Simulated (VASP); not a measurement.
Here is a VASP 6.6.1 calculation.

Contents of INCAR:

```
SYSTEM = Sc
PREC = Accurate ; ENCUT = 600
EDIFF = 1E-6 ; ISMEAR = 0
SIGMA = 0.1 ; LREAL = .False.
LASPH = .True. ; NELM = 80
ALGO = Fast ; ISIF = 3
LWAVE = .False. ; LCHARG = .False.
GGA = PS ; IBRION = 2
NSW = 100 ; EDIFFG = -0.005
```

File KPOINTS:

```
Automatic mesh
0
Gamma
  12 12 8
  0 0 0
```

File POSCAR:

```
Sc
1.0
    3.3090000000      0.0000000000      0.0000000000
   -1.6545000000      2.8656780611      0.0000000000
    0.0000000000      0.0000000000      5.2733000000
Sc
2
Direct
    0.3333333333      0.6666666667      0.2500000000
    0.6666666667      0.3333333333      0.7500000000
```

Potentials or basis: VASP PAW PBE potentials, release 64 (Sc_sv).

Launch:

```console
$ cat potpaw_PBE.64/Sc_sv/POTCAR > POTCAR
$ mpirun -np 1 vasp_std > vasp.out
```

(1) Predict the relaxed cell.

(2) Estimate the relaxed volume.

(3) Estimate the band gap on the k mesh.

(4) Estimate the space group after relaxing (to 0.05 Å).

## Answers

(1) a = 3.277 Å, b = 3.277 Å, c = 5.089 Å, α = 90.00°, β = 90.00°, γ = 120.00°.

(2) 23.66 Å³/atom.

(3) zero (band 11 reaches 4.82 eV, above the bottom of band 12 at 3.26 eV).

(4) P6_3/mmc (No. 194).

Caveat: the PAW data sets were made with another functional, which shifts forces and pressure a little.
